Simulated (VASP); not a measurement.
A run of VASP 6.6.1 is set up as follows.

POSCAR

```
TiC
1.0
    3.0603581490      0.0000000000      0.0000000000
   -1.5301790745      2.6503479017      0.0000000000
    0.0000000000      0.0000000000     25.7457018777
C Ti
4 4
Direct
    0.3333333333      0.6666666667      0.3301521955
    0.0000000000      0.0000000000      0.4272080838
    0.6666666667      0.3333333333      0.5242868984
    0.3333333333      0.6666666667      0.6242564461
    0.6666666667      0.3333333333      0.3786801397
    0.3333333333      0.6666666667      0.4757360279
    0.0000000000      0.0000000000      0.5707159144
    0.6666666667      0.3333333333      0.6642319748
```

INCAR.step1

```
SYSTEM = TiC
ALGO = Normal
DIPOL = 0.5 0.5 0.499
EDIFF = 1E-4
ENCUT = 520
GGA = PE
IDIPOL = 3
ISMEAR = 0
LASPH = .TRUE.
LCHARG = .FALSE.
LDIPOL = .TRUE.
LREAL = .FALSE.
LWAVE = .TRUE.
NBANDS = 42
NELM = 80
PREC = Accurate
SIGMA = 0.1
```

Contents of INCAR.step2:

```
SYSTEM = TiC
ALGO = Normal
DIPOL = 0.5 0.5 0.499
EDIFF = 1E-6
ENCUT = 520
IDIPOL = 3
ISIF = 2
ISMEAR = 0
ISTART = 1
LASPH = .TRUE.
LCHARG = .FALSE.
LDIPOL = .TRUE.
LMIXTAU = .TRUE.
LREAL = .FALSE.
LWAVE = .FALSE.
METAGGA = R2SCAN
NBANDS = 42
NELM = 80
PREC = Accurate
SIGMA = 0.1
```

File KPOINTS:

```
k-points
0
G
  12 12 1
  0 0 0
```

Potentials or basis: VASP PAW PBE potentials, release 64 (C, Ti_sv).

The run is started by

```sh
$ cat potpaw_PBE.64/C/POTCAR potpaw_PBE.64/Ti_sv/POTCAR > POTCAR
$ cp INCAR.step1 INCAR
$ mpirun -np 1 vasp_std > vasp.out
$ cp INCAR.step2 INCAR
$ mpirun -np 1 vasp_std > vasp.out
```

Question: Predict the largest force.

Answer: 1.074 eV/Å.

Question: What does it give for the band gap on the k mesh?

Answer: Zero (bands 32 and 33 overlap by 0.64 eV).

Forces on the atoms (eV/Å):
```
C    0.000  0.000  1.074
C    0.000  0.000 -0.383
C    0.000  0.000 -0.006
C    0.000  0.000 -0.056
Ti   0.000  0.000 -0.836
Ti   0.000  0.000  0.081
Ti   0.000  0.000  0.017
Ti   0.000  0.000  0.109
```

Caveat: the PAW data sets were made with another functional, which shifts forces and pressure a little.
